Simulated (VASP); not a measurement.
Set up this calculation in VASP 6.6.1, as the native input.

| Property | Result |
| --- | --- |
| Task | single point |
| Functional | PBE |
| Potentials or basis | VASP PAW PBE potentials, release 64 (I) |
| Cutoff | 520 eV |
| k mesh | 9 × 9 × 4 |
| Occupations | gaussian, width 0.01 eV |
| Spin | no spin polarisation |
| Dipole correction | no |
| Further INCAR settings | ALGO = Normal; EDIFF = 1e-07; NBANDS = 22 |

The structure of I lies in POSCAR:

```
I
1.0
    4.8229699778      0.0000000000      0.0000000000
   -2.4114849889      4.1768145225      0.0000000000
    0.0000000000      0.0000000000     10.7999737318
I
4
Direct
    0.3333333333      0.6666666667      0.1234957811
    0.6666666667      0.3333333333      0.6234957811
    0.3333333333      0.6666666667      0.3765042189
    0.6666666667      0.3333333333      0.8765042189
```

These files were run (other wordings do the same):

INCAR

```
SYSTEM = I
  PREC = Accurate
  ENCUT = 520
  EDIFF = 1E-7
  ISMEAR = 0
  SIGMA = 0.01
  LREAL = .FALSE.
  LASPH = .TRUE.
  NELM = 100
  ALGO = Normal
  ISIF = 2
  LWAVE = .FALSE.
  LCHARG = .FALSE.
  GGA = PE
  NBANDS = 22
```

KPOINTS

```
Automatic mesh
0
G
  9 9 4
  0 0 0
```

Potentials or basis: VASP PAW PBE potentials, release 64 (I).

Launch:

```bash
$ cat potpaw_PBE.64/I/POTCAR > POTCAR
$ mpirun -np 1 vasp_std > vasp.out
```

Results of the run:

| Property | Result |
| --- | --- |
| Pressure | 0.0 GPa |
| Largest force | 0.017 eV/Å |
| Band gap on the k mesh | 0.29 eV (least direct gap 0.34 eV) |

Caveat: this functional lacks dispersion, which holds the molecules together, so the pressure and a relaxed volume are unreliable; spin-orbit coupling is left out, which moves the levels of the heavy elements; an odd mesh through Γ misses points on the zone boundary, where band edges can lie.

Wall time 67 s on 1 thread of AMD EPYC 9R45 96-Core Processor (Zen 5) (shared host), peak memory 0.34 GiB.
